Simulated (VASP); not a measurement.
# BN (P6_3mc) in VASP: a series of runs

Aim: see how the results for BN move with the level of theory and the settings. Levels: LDA, PBEsol. Tasks: single point.

All numbers are computed with VASP 6.6.1; they aren't measurements. Logs are shortened: lines on timing, memory, paths and dates and some standing lists are left out, and cuts for length are marked.

## Step 1: The cell of the first run

Symmetry: P6_3mc, No. 186, hexagonal system. Conventional cell: a = 2.502 Å, b = 2.502 Å, c = 4.141 Å, α = 90.00°, β = 90.00°, γ = 120.00°. Within 2.0 Å of N (site symmetry 3m) lie 4 B at 1.54 to 1.55 Å. B (site symmetry 3m) has 4 N at 1.54 to 1.55 Å within 2.0 Å.

## Step 2: Single point, LDA (volume scaled by 0.94)

Input file INCAR:

```
SYSTEM = BN
  ALGO = Normal
  EDIFF = 1E-7
  ENCUT = 520
  GGA = CA
  ISIF = 2
  ISMEAR = -1
  LASPH = .True.
  LCHARG = .False.
  LREAL = .False.
  LWAVE = .False.
  NBANDS = 16
  NELM = 60
  PREC = Accurate
  SIGMA = 0.05
```

Input file KPOINTS:

```
k-points
0
Gamma
  12 12 6
  0 0 0
```

Input file POSCAR:

```
BN
1.0
    2.5018037563      0.0000000000      0.0000000000
   -1.2509018782      2.1666256083      0.0000000000
    0.0000000000      0.0000000000      4.1405684416
N B
2 2
Direct
    0.3333333333      0.6666666667      0.1252760000
    0.6666666667      0.3333333333      0.6252760000
    0.3333333333      0.6666666667      0.4997240000
    0.6666666667      0.3333333333      0.9997240000
```

Potentials or basis: VASP PAW LDA potentials, release 64 (N, B).

Launch:

```bash
> cat potpaw_LDA.64/N/POTCAR potpaw_LDA.64/B/POTCAR > POTCAR
> mpirun -np 1 vasp_std > vasp.out
```

OUTCAR:

```text
SYSTEM = BN
   EDIFF = 1E-7
   ENCUT = 520
   GGA = CA
   ISIF = 2
   ISMEAR = -1
   LASPH = .True.
   LREAL = .False.
   NELM = 60
   PREC = Accurate

 ion  position               nearest neighbor table
   1  0.333  0.667  0.125-   4 1.54   4 1.54   4 1.54   3 1.55
   2  0.667  0.333  0.625-   3 1.54   3 1.54   3 1.54   4 1.55
   3  0.333  0.667  0.500-   2 1.54   2 1.54   2 1.54   1 1.55
   4  0.667  0.333  1.000-   1 1.54   1 1.54   1 1.54   2 1.55

  LATTYP: Found a hexagonal cell.
 ALAT       =     2.5018037563
 C/A-ratio  =     1.6550332660

  Lattice vectors:

 A1 = (   2.5018037563,   0.0000000000,   0.0000000000)
 A2 = (  -1.2509018782,   2.1666256083,   0.0000000000)
 A3 = (   0.0000000000,   0.0000000000,   4.1405684416)

Analysis of symmetry for initial positions (statically):
=====================================================================
 Subroutine PRICEL returns:
 Original cell was already a primitive cell.

 Routine SETGRP: Setting up the symmetry group for a
 hexagonal supercell.

 Subroutine GETGRP returns: Found 12 space group operations
 (whereof  6 operations were pure point group operations)
 out of a pool of 24 trial point group operations.

The static configuration has the point symmetry C_3v.
 The point group associated with its full space group is C_6v.

Analysis of symmetry for dynamics (positions and initial velocities):
=====================================================================
 Subroutine PRICEL returns:
 Original cell was already a primitive cell.

 Routine SETGRP: Setting up the symmetry group for a
 hexagonal supercell.

 Subroutine GETGRP returns: Found 12 space group operations
 (whereof  6 operations were pure point group operations)
 out of a pool of 24 trial point group operations.

The dynamic configuration has the point symmetry C_3v.
 The point group associated with its full space group is C_6v.

 Subroutine INISYM returns: Found 12 space group operations
 (whereof  6 operations are pure point group operations),
 and found     1 'primitive' translations

----------------------------------------------------------------------------------------

                                     Primitive cell

  volume of cell :      22.4438

  direct lattice vectors                    reciprocal lattice vectors
     2.501803756  0.000000000  0.000000000     0.399711607  0.230773604  0.000000000
    -1.250901878  2.166625608  0.000000000     0.000000000  0.461547208  0.000000000
[... 87 lines left out ...]
   ENCUT  =  520.0 eV  38.22 Ry    6.18 a.u.   4.65  4.65  7.70*2*pi/ulx,y,z
   NELM   =     60;   NELMIN=  2; NELMDL= -5     # of ELM steps
   EDIFF  = 0.1E-06   stopping-criterion for ELM
   LREAL  =      F    real-space projection
   EDIFFG = 0.1E-05   stopping-criterion for IOM
   NSW    =      0    number of steps for IOM
   IBRION =     -1    ionic relax: 0-MD 1-quasi-New 2-CG
   NFREE  =      0    steps in history (QN), initial steepest desc. (CG)
   ISIF   =      2    stress and relaxation
   ISYM   =      2    0-nonsym 1-usesym 2-fastsym
   POTIM  = 0.5000    time-step for ionic-motion
   TEBEG  =    0.0;   TEEND  =   0.0 temperature during run
   PSTRESS=    0.0 pullay stress
   NELECT =      16.0000    total number of electrons
   NUPDOWN=      -1.0000    fix difference up-down
   EMIN   =  10.00;   EMAX   =-10.00  energy-range for DOS
   EFERMI =   0.00;   METHOD = LEGACY
   ISMEAR =    -1;   SIGMA  =   0.05  broadening in eV -4-tet -1-fermi 0-gaus
   EFERMI_NEDOS =   21; number of points for ismear=-14 and -15
   IALGO  =     38    algorithm
   IMIX   =      4    mixing-type and parameters
     AMIX     =   0.40;   BMIX     =  1.00
     AMIX_MAG =   1.60;   BMIX_MAG =  1.00
  volume/ion in A,a.u.               =       5.61        37.86
  Fermi-wavevector in a.u.,A,eV,Ry     =   1.462455  2.763639 29.099789  2.138774
  Thomas-Fermi vector in A             =   2.578666
   LORBIT       =      0    0 simple, 1 ext, 2 COOP (PROOUT), +10 PAW based schemes
   GGA     = CA    functional components
   LHFCALC =     F    Hartree Fock is set to
   AEXX    =    0.0000 exact exchange contribution
   IVDW    =     0    specifies the selected vdW correction
   LEPSILON=     F    determine dielectric tensor
   LRPA    =     F    only Hartree local field effects (RPA)
 non-spin polarized calculation
  energy-cutoff  :      520.00
  volume of cell :       22.44
 maximum number of plane-waves:       622
 NGX is ok and might be reduce to    20
   NGX =  9   NGY =  9   NGZ = 15

 number of electron      15.9999998 magnetization

 Free energy of the ion-electron system (eV)
  ---------------------------------------------------
  ext. energy  EPLUGINS =         0.00000000
  ---------------------------------------------------
  free energy    TOTEN  =       -38.73210612 eV

  energy without entropy =      -38.73210612  energy(sigma->0) =      -38.73210612

 E-fermi :   9.1394     XC(G=0): -13.3449

 val. band max:        8.2175054935   @ k =   0.0000   0.0000   0.0000
 cond. band min:      13.0797195462   @ k =   0.3333   0.3333   0.0000
 fundamental gap:      4.8622140527
 Fermi energy:         9.1393574617

 k-point     1 :       0.0000    0.0000    0.0000
  band No.  band energies     occupation
      1     -12.6371      2.00000
      2      -8.1810      2.00000
      3      -3.2324      2.00000
      4       5.9745      2.00000
      5       5.9745      2.00000
      6       7.9139      2.00000
[... 433 lines left out ...]
      3      -0.9893      2.00000
      4       0.5257      2.00000
      5       2.0753      2.00000
      6       3.6715      2.00000
[... 8 lines left out ...]
     15      24.7149      0.00000
     16      25.1515      0.00000

 [... further k-points ...]
[... 5 lines left out ...]
  --------------------------------------------------------------------------------------
  -------------------------------------------------------------------------------------
  Total        1.6534683      1.6534683      1.6411900     -0.0000000      0.0000000      0.0000000
  in kB      118.0346110    118.0346110    117.1581105     -0.0000000      0.0000000      0.0000000
  external PRESSURE =     117.7424442 kB  Pullay stress =       0.0000000 kB

 VOLUME and BASIS-vectors are now :
 -----------------------------------------------------------------------------
  energy-cutoff  :      520.00
  volume of cell :       22.44
      direct lattice vectors                 reciprocal lattice vectors
     2.501803756  0.000000000  0.000000000     0.399711607  0.230773604  0.000000000
    -1.250901878  2.166625608  0.000000000     0.000000000  0.461547208  0.000000000
     0.000000000  0.000000000  4.140568442     0.000000000  0.000000000  0.241512733

 POSITION                                       TOTAL-FORCE (eV/Angst)
 -----------------------------------------------------------------------------------
     -0.00000      1.44442      0.51871         0.000000      0.000000      0.028485
      1.25090      0.72221      2.58900        -0.000000     -0.000000      0.028485
     -0.00000      1.44442      2.06914         0.000000     -0.000000     -0.028485
      1.25090      0.72221      4.13943         0.000000      0.000000     -0.028485
 -----------------------------------------------------------------------------------
    total drift:                               -0.000000      0.000000      0.000193

  FREE ENERGIE OF THE ION-ELECTRON SYSTEM (eV)
  ---------------------------------------------------
  free  energy   TOTEN  =       -38.7321061222 eV

  energy  without entropy=      -38.7321061221  energy(sigma->0) =      -38.73210612
```

stdout:

```text
POSCAR found type information on POSCAR N B
 POSCAR found :  2 types and       4 ions
 scaLAPACK will be used
 LDA part: xc-table for (Slater(with rela. corr.)+CA(PZ))
 , standard interpolation
 POSCAR, INCAR and KPOINTS ok, starting setup
 FFT: planning ... GRIDC
 FFT: planning ... GRID_SOFT
 FFT: planning ... GRID
 WAVECAR not read
 entering main loop
```

It took 24 s on 1 thread of Intel Xeon 8259CL, shared host; peak memory 0.13 GiB.

What came out:

| Quantity | Value |
| --- | --- |
| Free energy | -38.7321 eV |
| Pressure | 11.8 GPa |
| Largest force | 0.028 eV/Å |
| Band gap on the k mesh | 4.86 eV, indirect (least direct gap 8.40 eV) |

Forces on the atoms (eV/Å):
```
N    0.000  0.000  0.028
N    0.000  0.000  0.028
B    0.000  0.000 -0.028
B    0.000  0.000 -0.028
```

Levels at points of the mesh, in eV from the valence-band top:
```
           k point  band 5  band 6  band 7  band 8  band 9  band 10  band 11  band 12
(0.00, 0.00, 0.00)   -2.24   -0.30    0.00    0.00    8.45     8.45     8.75    10.25
(0.50, 0.00, 0.00)   -7.20   -5.27   -4.73   -2.23    6.81     7.96    10.74    11.87
(0.00, 0.00, 0.50)   -1.25   -1.25   -1.25   -1.25    9.93     9.93    10.07    10.07
(0.50, 0.00, 0.50)   -3.99   -3.99   -3.76   -3.76    6.67     6.67    10.31    10.31
```

## Step 3: Single point, LDA (volume scaled by 0.96)

Input file INCAR:

```
SYSTEM = BN
PREC     = Accurate       ! precision mode
ENCUT    = 520            ! plane-wave cutoff, eV
EDIFF    = 1E-7           ! SCF threshold, eV
ISMEAR   = -1             ! smearing method
SIGMA    = 0.05           ! smearing width, eV
LREAL    = .False.        ! projectors in reciprocal space
LASPH    = .True.         ! aspherical terms in the spheres
NELM     = 80             ! most SCF steps
ALGO     = Normal         ! electronic algorithm
ISIF     = 2              ! what is computed and relaxed
LWAVE    = .False.        ! write WAVECAR
LCHARG   = .True.         ! write CHGCAR
LELF     = .True.         ! ELF
LVHAR    = .True.       
NBANDS   = 16             ! bands
```

Input file KPOINTS:

```
regular mesh
0
Gamma
  12 12 6
  0 0 0
```

Input file POSCAR:

```
BN
1.0
    2.5194226731      0.0000000000      0.0000000000
   -1.2597113366      2.1818840378      0.0000000000
    0.0000000000      0.0000000000      4.1697283350
N B
2 2
Direct
    0.3333333333      0.6666666667      0.1252760000
    0.6666666667      0.3333333333      0.6252760000
    0.3333333333      0.6666666667      0.4997240000
    0.6666666667      0.3333333333      0.9997240000
```

Potentials or basis: VASP PAW LDA potentials, release 64 (N, B).

Launch:

```bash
> cat potpaw_LDA.64/N/POTCAR potpaw_LDA.64/B/POTCAR > POTCAR
> mpirun -np 1 vasp_std > vasp.out
```

Run time: 28 s. Hardware: 1 thread of Intel Xeon 8259CL, shared host; peak memory 0.14 GiB.

It converged, with:

```
Free energy            : -38.7542 eV
Pressure               : 2.7 GPa
Largest force          : 0.011 eV/Å
Band gap on the k mesh : 4.90 eV, indirect (least direct gap 8.30 eV)
```

Forces in eV/Å, atoms in the order of the input:
```
N    0.000  0.000  0.011
N    0.000  0.000  0.011
B    0.000  0.000 -0.011
B    0.000  0.000 -0.011
```

Stress tensor (GPa, compression positive):
```
2.81 0.00 0.00
0.00 2.81 0.00
0.00 0.00 2.60
```

Levels at points of the mesh, in eV from the valence-band top:
```tsv
k point	band 6	band 7	band 8	band 9	band 10	band 11
(0.00, 0.00, 0.00)	-0.30	0.00	0.00	8.36	8.36	8.64
(0.50, 0.00, 0.00)	-5.16	-4.62	-2.19	6.73	7.90	10.63
(0.00, 0.00, 0.50)	-1.22	-1.22	-1.22	9.74	9.74	9.96
(0.50, 0.00, 0.50)	-3.91	-3.69	-3.69	6.60	6.60	10.17
```

(Continued in part 2 of 2.)
